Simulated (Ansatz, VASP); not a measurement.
# GaAs: VASP beside Ansatz

The input INCAR:

```
ALGO = Normal ; EDIFF = 1E-7
ENCUT = 520 ; GGA = PE
ISIF = 2 ; ISMEAR = -1
LASPH = T ; LCHARG = F
LREAL = F ; LWAVE = F
NBANDS = 16 ; NELM = 80
PREC = Accurate ; SIGMA = 0.05
```

File KPOINTS:

```
k-points
0
Gamma
  11 11 11
```

File POSCAR:

```
GaAs
1.0
    0.0000000000      2.8548404342      2.8548404342
    2.8548404342      0.0000000000      2.8548404342
    2.8548404342      2.8548404342      0.0000000000
Ga As
1 1
Direct
    0.0000000000      0.0000000000      0.0000000000
    0.7500000000      0.7500000000      0.7500000000
```

Input for Ansatz:

```yaml
crystal:
  lattice:
    - [0.0, 2.8548404342, 2.8548404342]
    - [2.8548404342, 0.0, 2.8548404342]
    - [2.8548404342, 2.8548404342, 0.0]
  atoms:
    - { symbol: Ga, position: [0.0, 0.0, 0.0] }
    - { symbol: As, position: [0.75, 0.75, 0.75] }
kpoints:
  mp_grid: { grid: [11, 11, 11] }
scf:
  occupations: { method: fermi_dirac, width: 0.05 }
hamiltonian:
  xc: pbe
  pseudopotentials: { kind: all_electron, lapw: { basis_error: 0.0005 } }
output:
  forces: true
  stress: true
  eigenvalues: true
```

Change from the starting cell: volume scaled by 1.03.

Alike in both runs: task single point; functional PBE; k mesh 11 × 11 × 11; occupations fermi-dirac, width 0.05 eV; no spin polarisation.

```csv
,VASP,Ansatz
version,VASP 6.6.1,Ansatz 0.2.0
potentials or method,"VASP PAW PBE potentials, release 64 (Ga_d, As), cutoff 520 eV","all-electron LAPW, scalar-relativistic"
```

Ansatz gave:

```
pressure (GPa) : 1.2
```

Question: What did VASP give for the same quantities?

Answer: Pressure (GPa): 1.4.

Ansatz ran all-electron here, and VASP with PAW potentials.
